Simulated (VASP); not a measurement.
# CuSi16 (a cell with a defect) in VASP: a series of runs

CuSi16 (a cell with a defect) is run at these levels: PBEsol; tasks: single point.

All numbers are computed with VASP 6.6.1; they aren't measurements. Logs are shortened: lines on timing, memory, paths and dates and some standing lists are left out, and cuts for length are marked.

## (1) The cell of the first run

The cell holds a defect, 17 atoms: a = 7.679 Å, b = 7.679 Å, c = 7.679 Å, α = 60.00°, β = 60.00°, γ = 60.00°.

## (2) Single point, PBEsol

Input file INCAR:

```
  PREC = Accurate
  ENCUT = 520
  EDIFF = 1E-6
  ISMEAR = 0
  SIGMA = 0.02
  LREAL = Auto
  LASPH = T
  NELM = 80
  ALGO = Normal
  ISIF = 2
  LWAVE = F
  LCHARG = F
  GGA = PS
  NBANDS = 52
  NELECT = 74.0
```

Input file KPOINTS:

```
Automatic mesh
0
Gamma
  2 2 2
```

Input file POSCAR:

```
CuSi16
1.0
    0.0000000000      5.4300000000      5.4300000000
    5.4300000000      0.0000000000      5.4300000000
    5.4300000000      5.4300000000      0.0000000000
Si Cu
16 1
Direct
   -0.0084499727     -0.0038991190      0.0160020550
    0.1241130015      0.1342839745      0.1176320777
   -0.0062549371      0.0068977919      0.5058007704
    0.1221380913      0.1181184349      0.6413004121
    0.0141953822      0.5134752622     -0.0418613776
    0.1241324244      0.6237518768      0.1171826005
   -0.0063798067      0.4933191497      0.5056459674
    0.1375642427      0.6380780924      0.5856364608
    0.4965203867     -0.0036174119      0.0161279673
    0.6196774617      0.1190789556      0.1420369056
    0.4951593974     -0.0053699539      0.5155574187
    0.6183351489      0.1185632546      0.6414450048
    0.4965219644      0.4909179614      0.0159775880
    0.6346054885      0.6240703576      0.1170591852
    0.5062964441      0.4939173474      0.5057387810
    0.6182874273      0.6215752605      0.6412610134
    0.8892595554      0.3908373653      0.3286336698
```

Potentials or basis: VASP PAW PBE potentials, release 64 (Si, Cu).

Launch:

```console
> cat potpaw_PBE.64/Si/POTCAR potpaw_PBE.64/Cu/POTCAR > POTCAR
> mpirun -np 1 vasp_std > vasp.out
```

OUTCAR:

```text
PREC = Accurate
   ENCUT = 520
   EDIFF = 1E-6
   ISMEAR = 0
   LREAL = Auto
   LASPH = T
   NELM = 80
   ISIF = 2
   GGA = PS
   NELECT = 74.0

 ion  position               nearest neighbor table
   1  0.992  0.996  0.016-  10 2.33   2 2.34   6 2.34   4 2.35
   2  0.124  0.134  0.118-   1 2.34   9 2.34   5 2.39   3 2.43  17 2.54
   3  0.994  0.007  0.506-   8 2.33   4 2.35  12 2.36  17 2.43   2 2.43
   4  0.122  0.118  0.641-  11 2.34   1 2.35   3 2.35   7 2.35
   5  0.014  0.513  0.958-  17 2.32   8 2.34   2 2.39   6 2.39  14 2.39
   6  0.124  0.624  0.117-   1 2.34  13 2.34   5 2.39   7 2.44  17 2.55
   7  0.994  0.493  0.506-   8 2.33   4 2.35  16 2.36  17 2.43   6 2.44
   8  0.138  0.638  0.586-   7 2.33  15 2.33   3 2.33   5 2.34
   9  0.497  0.996  0.016-  10 2.33  14 2.34   2 2.34  12 2.35
  10  0.620  0.119  0.142-   9 2.33  13 2.33   1 2.33  11 2.34
  11  0.495  0.995  0.516-  12 2.34   4 2.34  16 2.34  10 2.34
  12  0.618  0.119  0.641-  11 2.34   9 2.35  15 2.36   3 2.36  17 2.97
  13  0.497  0.491  0.016-  10 2.33  14 2.34   6 2.34  16 2.35
  14  0.635  0.624  0.117-  13 2.34   9 2.34   5 2.39  15 2.44  17 2.54
  15  0.506  0.494  0.506-   8 2.33  16 2.35  12 2.36  17 2.42  14 2.44
  16  0.618  0.622  0.641-  11 2.34  13 2.35  15 2.35   7 2.36  17 2.97
  17  0.889  0.391  0.329-   5 2.32  15 2.42   7 2.43   3 2.43  14 2.54   2 2.54   6 2.55  12 2.97
                            16 2.97

  LATTYP: Found a face centered cubic cell.
 ALAT       =    10.8600000000

  Lattice vectors:

 A1 = (   0.0000000000,   5.4300000000,   5.4300000000)
 A2 = (   5.4300000000,   0.0000000000,   5.4300000000)
 A3 = (   5.4300000000,   5.4300000000,   0.0000000000)

Analysis of symmetry for initial positions (statically):
=====================================================================
 Subroutine PRICEL returns:
 Original cell was already a primitive cell.

 Routine SETGRP: Setting up the symmetry group for a
 face centered cubic supercell.

 Subroutine GETGRP returns: Found  1 space group operations
 (whereof  1 operations were pure point group operations)
 out of a pool of 48 trial point group operations.

The static configuration has the point symmetry C_1 .

Analysis of symmetry for dynamics (positions and initial velocities):
=====================================================================
 Subroutine PRICEL returns:
 Original cell was already a primitive cell.

 Routine SETGRP: Setting up the symmetry group for a
 face centered cubic supercell.

 Subroutine GETGRP returns: Found  1 space group operations
 (whereof  1 operations were pure point group operations)
 out of a pool of 48 trial point group operations.

The dynamic configuration has the point symmetry C_1 .

 Subroutine INISYM returns: Found  1 space group operations
 (whereof  1 operations are pure point group operations),
 and found     1 'primitive' translations

----------------------------------------------------------------------------------------

                                     Primitive cell

  volume of cell :     320.2060

  direct lattice vectors                    reciprocal lattice vectors
     0.000000000  5.430000000  5.430000000    -0.092081031  0.092081031  0.092081031
     5.430000000  0.000000000  5.430000000     0.092081031 -0.092081031  0.092081031
     5.430000000  5.430000000  0.000000000     0.092081031  0.092081031 -0.092081031

  length of vectors
     7.679179644  7.679179644  7.679179644     0.159489025  0.159489025  0.159489025

  position of ions in fractional coordinates (direct lattice)
     0.991550027  0.996100881  0.016002055
     0.124113001  0.134283975  0.117632078
     0.993745063  0.006897792  0.505800770
     0.122138091  0.118118435  0.641300412
     0.014195382  0.513475262  0.958138622
     0.124132424  0.623751877  0.117182601
[... 9 lines left out ...]
     0.618287427  0.621575261  0.641261013
     0.889259555  0.390837365  0.328633670

  ion indices of the primitive-cell ions
   primitive index   ion index
                 1           1
                 2           2
                 3           3
                 4           4
                 5           5
                 6           6
[... 9 lines left out ...]
                16          16
                17          17

----------------------------------------------------------------------------------------

 KPOINTS: Automatic mesh

Automatic generation of k-mesh.
 Grid dimensions read from file:
 generate k-points for:    2    2    2

 Generating k-lattice:

  Cartesian coordinates                     Fractional coordinates (reciprocal lattice)
    -0.046040516  0.046040516  0.046040516     0.500000000  0.000000000  0.000000000
     0.046040516 -0.046040516  0.046040516     0.000000000  0.500000000  0.000000000
     0.046040516  0.046040516 -0.046040516     0.000000000  0.000000000  0.500000000

  Length of vectors
     0.079744512  0.079744512  0.079744512

[... 39 lines left out ...]
   NSW    =      0    number of steps for IOM
   IBRION =     -1    ionic relax: 0-MD 1-quasi-New 2-CG
   NFREE  =      0    steps in history (QN), initial steepest desc. (CG)
   ISIF   =      2    stress and relaxation
   ISYM   =      2    0-nonsym 1-usesym 2-fastsym
   POTIM  = 0.5000    time-step for ionic-motion
   TEBEG  =    0.0;   TEEND  =   0.0 temperature during run
   PSTRESS=    0.0 pullay stress
   NELECT =      74.0000    total number of electrons
   NUPDOWN=      -1.0000    fix difference up-down
   EMIN   =  10.00;   EMAX   =-10.00  energy-range for DOS
   EFERMI =   0.00;   METHOD = LEGACY
   ISMEAR =     0;   SIGMA  =   0.02  broadening in eV -4-tet -1-fermi 0-gaus
   EFERMI_NEDOS =   21; number of points for ismear=-14 and -15
   IALGO  =     38    algorithm
   IMIX   =      4    mixing-type and parameters
     AMIX     =   0.40;   BMIX     =  1.00
     AMIX_MAG =   1.60;   BMIX_MAG =  1.00
  volume/ion in A,a.u.               =      18.84       127.11
  Fermi-wavevector in a.u.,A,eV,Ry     =   1.004636  1.898488 13.732283  1.009294
  Thomas-Fermi vector in A             =   2.137265
   LORBIT       =      0    0 simple, 1 ext, 2 COOP (PROOUT), +10 PAW based schemes
   GGA     = PS    functional components
   LHFCALC =     F    Hartree Fock is set to
   AEXX    =    0.0000 exact exchange contribution
   IVDW    =     0    specifies the selected vdW correction
   LEPSILON=     F    determine dielectric tensor
   LRPA    =     F    only Hartree local field effects (RPA)
 non-spin polarized calculation
 Gauss-broadening in eV      SIGMA  =   0.02
  energy-cutoff  :      520.00
  volume of cell :      320.21
 maximum number of plane-waves:      8646
 NGX is ok and might be reduce to    60
   NGX = 29   NGY = 29   NGZ = 29

 number of electron      74.0000002 magnetization

 Free energy of the ion-electron system (eV)
  ---------------------------------------------------
  ext. energy  EPLUGINS =         0.00000000
  ---------------------------------------------------
  free energy    TOTEN  =      -100.08050928 eV

  energy without entropy =     -100.08050928  energy(sigma->0) =     -100.08050928

 E-fermi :   6.2601     XC(G=0):  -9.7561

 val. band max:        6.1512521167   @ k =   0.0000   0.0000   0.0000
 cond. band min:       6.5302717231   @ k =   0.0000   0.0000   0.0000
 fundamental gap:      0.3790196064
 Fermi energy:         6.2601315225

 k-point     1 :       0.0000    0.0000    0.0000
  band No.  band energies     occupation
      1      -5.9703      2.00000
      2      -3.6156      2.00000
      3      -3.5488      2.00000
      4      -3.5272      2.00000
      5      -3.5254      2.00000
      6      -2.1105      2.00000
[... 41 lines left out ...]
     48       8.3415      0.00000
     49       8.6745      0.00000

 k-point     2 :       0.5000    0.0000    0.0000
  band No.  band energies     occupation
      1      -5.3042      2.00000
      2      -4.9990      2.00000
      3      -3.3687      2.00000
      4      -3.3210      2.00000
      5      -3.2241      2.00000
      6      -3.0878      2.00000
[... 304 lines left out ...]
 k-point     8 :       0.5000    0.0000    0.5000
  band No.  band energies     occupation
      1      -5.0148      2.00000
      2      -4.7842      2.00000
      3      -3.9361      2.00000
      4      -3.8431      2.00000
      5      -3.8095      2.00000
      6      -3.7890      2.00000
[... 41 lines left out ...]
     48      10.3697      0.00000
     49      10.3710      0.00000
 [bands above 49 left out]

------------------------ aborting loop because EDIFF is reached ----------------------------------------

  FORCE on cell =-STRESS in cart. coord.  units (eV):
  Direction    XX          YY          ZZ          XY          YZ          ZX
  --------------------------------------------------------------------------------------
  -------------------------------------------------------------------------------------
  Total       -5.8816415     -5.8472294     -5.8867631      0.2753082     -0.2473272     -0.2648794
  in kB      -29.4292806    -29.2570971    -29.4549068      1.3775275     -1.2375221     -1.3253461
  external PRESSURE =     -29.3804282 kB  Pullay stress =       0.0000000 kB

 VOLUME and BASIS-vectors are now :
 -----------------------------------------------------------------------------
  energy-cutoff  :      520.00
  volume of cell :      320.21
      direct lattice vectors                 reciprocal lattice vectors
     0.000000000  5.430000000  5.430000000    -0.092081031  0.092081031  0.092081031
     5.430000000  0.000000000  5.430000000     0.092081031 -0.092081031  0.092081031
     5.430000000  5.430000000  0.000000000     0.092081031  0.092081031 -0.092081031

 POSITION                                       TOTAL-FORCE (eV/Angst)
 -----------------------------------------------------------------------------------
      5.49572      5.47101     10.79294        -0.008162     -0.005920      0.004381
      1.36790      1.31268      1.40310        -0.003422      0.004910      0.000050
      2.78395      8.14253      5.43349        -0.006068      0.002624     -0.012064
      4.12364      4.14547      1.30459         0.006690      0.003356      0.000203
      7.99086      5.27977      2.86525        -0.002254     -0.014051      0.008149
      4.02327      1.31034      4.06101         0.006277      0.011997     -0.004668
[... 9 lines left out ...]
      6.85720      6.83935      6.73245         0.005103      0.007901      0.002628
      3.90673      6.61316      6.95093         0.000002      0.007226     -0.000536
 -----------------------------------------------------------------------------------
    total drift:                               -0.003466     -0.006196      0.004762

  FREE ENERGIE OF THE ION-ELECTRON SYSTEM (eV)
  ---------------------------------------------------
  free  energy   TOTEN  =      -100.0805092834 eV

  energy  without entropy=     -100.0805092834  energy(sigma->0) =     -100.08050928
```

It took 2.8 min on 1 thread of Intel Xeon 6975P-C (Granite Rapids), shared host; peak memory 0.49 GiB.

Results:

```yaml
Free_energy: -100.0805 eV
Largest_force: 0.018 eV/Å
```

Forces in eV/Å, atoms in the order of the input:
```
Si  -0.008 -0.006  0.004
Si  -0.003  0.005  0.000
Si  -0.006  0.003 -0.012
Si   0.007  0.003  0.000
Si  -0.002 -0.014  0.008
Si   0.006  0.012 -0.005
Si  -0.001 -0.001  0.006
Si   0.008  0.005  0.002
Si  -0.010 -0.009  0.000
Si   0.007  0.008 -0.002
Si  -0.006 -0.006  0.001
Si   0.001  0.004  0.005
Si  -0.002 -0.009  0.006
Si   0.006  0.005 -0.007
Si  -0.001 -0.015 -0.011
Si   0.005  0.008  0.003
Cu   0.000  0.007 -0.001
```

Caveat: the k points lie up to 0.50 Å⁻¹ apart; the cell carries a net charge on a neutralising background, which shifts energy and pressure; the cell is charged against a uniform background, so pressure and absolute levels hang on convention; the PAW data sets were made with another functional, which shifts forces and pressure a little.

## (3) Single point, PBEsol

Input file INCAR:

```
  ALGO = Normal
  EDIFF = 1E-6
  ENCUT = 520
  GGA = PS
  ISIF = 2
  ISMEAR = 0
  LASPH = True
  LCHARG = True
  LELF = True
  LREAL = Auto
  LVHAR = True
  LWAVE = False
  NBANDS = 52
  NELECT = 74.0
  NELM = 80
  PREC = Accurate
  SIGMA = 0.02
```

Input file KPOINTS:

```
k-points
0
Gamma
  2 2 2
```

Input file POSCAR:

```
CuSi16
1.0
    0.0000000000      5.4300000000      5.4300000000
    5.4300000000      0.0000000000      5.4300000000
    5.4300000000      5.4300000000      0.0000000000
Si Cu
16 1
Direct
    0.0392127178     -0.0115253750     -0.0134386358
    0.1193670897      0.1316699161      0.1321466720
   -0.0160626278      0.0021872695      0.5070847545
    0.1192837715      0.1311598832      0.6176813726
   -0.0162103593      0.5069782752      0.0032687219
    0.1189639171      0.6197418113      0.1305295090
   -0.0162186516      0.5065886505      0.5058705648
    0.1095103260      0.6293236701      0.6303499287
    0.5075566064      0.0006498529      0.0015044856
    0.6665598491      0.1112302454      0.1111520231
    0.5077140715      0.0002672767      0.4905814635
    0.6092674332      0.1326103047      0.6290743434
    0.5080067093      0.4912064750      0.0002305324
    0.6091012666      0.6282631749      0.1343136132
    0.4829606989      0.5043678283      0.5060165392
    0.6090831108      0.6279346048      0.6280091392
    1.2962395709      0.2374832063      0.2339073327
```

Potentials or basis: VASP PAW PBE potentials, release 64 (Si, Cu).

Launch:

```console
> cat potpaw_PBE.64/Si/POTCAR potpaw_PBE.64/Cu/POTCAR > POTCAR
> mpirun -np 1 vasp_std > vasp.out
```

Run time: 3.2 min. Hardware: 1 thread of Intel Xeon 6975P-C (Granite Rapids), shared host; peak memory 0.49 GiB.

Results (log left out):

```yaml
Free_energy: -100.0800 eV
Largest_force: 0.030 eV/Å
```

Forces on the atoms (eV/Å):
```
Si   0.009 -0.009 -0.006
Si  -0.026 -0.009 -0.003
Si   0.011 -0.011 -0.002
Si   0.009  0.026 -0.002
Si   0.008  0.003 -0.012
Si   0.005 -0.004  0.029
Si  -0.004 -0.008 -0.011
Si  -0.007  0.006  0.004
Si   0.017 -0.001  0.002
Si  -0.012  0.013  0.018
Si   0.002 -0.019  0.001
Si  -0.010  0.010 -0.009
Si   0.001  0.000 -0.027
Si  -0.012 -0.008  0.014
Si   0.008 -0.007 -0.003
Si   0.009  0.014  0.015
Cu  -0.004  0.002 -0.005
```

Levels at points of the mesh, in eV from the Fermi level:
| k point | band 35 | band 36 | band 37 | band 38 | band 39 | band 40 |
| --- | --- | --- | --- | --- | --- | --- |
| (0.00, 0.00, 0.00) | -0.64 | -0.12 | -0.11 | 0.27 | 0.57 | 0.57 |
| (0.50, 0.00, 0.00) | -0.84 | -0.66 | -0.65 | 0.40 | 1.25 | 1.29 |
| (0.00, 0.50, 0.00) | -0.76 | -0.70 | -0.63 | 0.60 | 1.06 | 1.25 |
| (0.00, 0.00, 0.50) | -0.77 | -0.70 | -0.61 | 0.60 | 1.06 | 1.25 |
| (0.50, 0.50, 0.50) | -0.77 | -0.70 | -0.61 | 0.60 | 1.05 | 1.25 |
| (0.50, 0.50, 0.00) | -1.36 | -1.33 | -0.90 | 0.67 | 1.04 | 2.01 |
| (0.00, 0.50, 0.50) | -1.36 | -1.33 | -0.91 | 0.68 | 1.03 | 2.02 |
| (0.50, 0.00, 0.50) | -1.36 | -1.33 | -0.91 | 0.67 | 1.03 | 2.02 |

Caveat: the k points lie up to 0.50 Å⁻¹ apart; the cell carries a net charge on a neutralising background, which shifts energy and pressure; the cell is charged against a uniform background, so pressure and absolute levels hang on convention; the PAW data sets were made with another functional, which shifts forces and pressure a little.

## (4) Single point, PBEsol

Input file INCAR:

```
PREC = Accurate
ENCUT = 520
EDIFF = 1E-7
ISMEAR = 0
SIGMA = 0.02
LREAL = Auto
LASPH = T
NELM = 80
ALGO = Normal
ISIF = 2
LWAVE = F
LCHARG = F
GGA = PS
NELECT = 74.0
NBANDS = 52
```

Input file KPOINTS:

```
regular mesh
0
Gamma
  2 2 2
```

Input file POSCAR:

```
CuSi16
1.0
    0.0000000000      5.4300000000      5.4300000000
    5.4300000000      0.0000000000      5.4300000000
    5.4300000000      5.4300000000      0.0000000000
Si Cu
16 1
Direct
   -0.0084500000     -0.0038991713      0.0160021179
    0.1241130755      0.1342839779      0.1176320442
   -0.0062548803      0.0068977901      0.5058007366
    0.1221381215      0.1181184162      0.6413003683
    0.0141954880      0.5134752302     -0.0418614180
    0.1241325046      0.6237518416      0.1171825967
   -0.0063798343      0.4933192449      0.5056459484
    0.1375642726      0.6380780847      0.5856364641
    0.4965204420     -0.0036174954      0.0161279926
    0.6196774401      0.1190789134      0.1420369245
    0.4951593923     -0.0053698895      0.5155573665
    0.6183350829      0.1185632597      0.6414450276
    0.4965220074      0.4909179558      0.0159776243
    0.6346055249      0.6240703499      0.1170591160
    0.5062964088      0.4939174033      0.5057387661
    0.6182873849      0.6215752302      0.6412610497
    0.8892594843      0.3908373849      0.3286337017
```

Launch:

```console
> cat potpaw_PBE.64/Si/POTCAR potpaw_PBE.64/Cu/POTCAR > POTCAR
> mpirun -np 1 vasp_std > vasp.out
```

Wall time 3.1 min (1 thread of Intel Xeon 6975P-C (Granite Rapids), shared host); peak memory 0.48 GiB.

The run converged. Its results:

```
Free energy   : -100.0805 eV
Largest force : 0.018 eV/Å
```

Forces in eV/Å, atoms in the order of the input:
```
Si  -0.008 -0.006  0.004
Si  -0.003  0.005  0.000
Si  -0.006  0.003 -0.012
Si   0.007  0.003  0.000
Si  -0.002 -0.014  0.008
Si   0.006  0.012 -0.005
Si  -0.001 -0.001  0.006
Si   0.008  0.005  0.002
Si  -0.010 -0.009  0.000
Si   0.007  0.008 -0.002
Si  -0.006 -0.006  0.001
Si   0.001  0.004  0.005
Si  -0.002 -0.009  0.006
Si   0.006  0.005 -0.007
Si  -0.001 -0.015 -0.011
Si   0.005  0.008  0.003
Cu   0.000  0.007 -0.001
```

Levels at points of the mesh, in eV from the Fermi level:
```csv
k point,band 34,band 35,band 36,band 37,band 38,band 39,band 40,band 41
"(0.00, 0.00, 0.00)",-0.84,-0.64,-0.11,-0.11,0.27,0.57,0.57,0.59
"(0.50, 0.00, 0.00)",-0.81,-0.76,-0.70,-0.63,0.60,1.06,1.25,1.30
"(0.00, 0.50, 0.00)",-0.81,-0.77,-0.70,-0.62,0.60,1.06,1.25,1.30
"(0.00, 0.00, 0.50)",-0.84,-0.84,-0.65,-0.65,0.40,1.25,1.29,1.30
"(0.50, 0.50, 0.50)",-0.81,-0.76,-0.70,-0.62,0.60,1.06,1.25,1.31
"(0.50, 0.50, 0.00)",-1.44,-1.36,-1.33,-0.91,0.67,1.03,2.01,2.06
"(0.00, 0.50, 0.50)",-1.44,-1.36,-1.33,-0.91,0.67,1.03,2.01,2.06
"(0.50, 0.00, 0.50)",-1.44,-1.36,-1.33,-0.91,0.67,1.03,2.01,2.06
```

Caveat: the k points lie up to 0.50 Å⁻¹ apart; the cell carries a net charge on a neutralising background, which shifts energy and pressure; the cell is charged against a uniform background, so pressure and absolute levels hang on convention; the PAW data sets were made with another functional, which shifts forces and pressure a little.
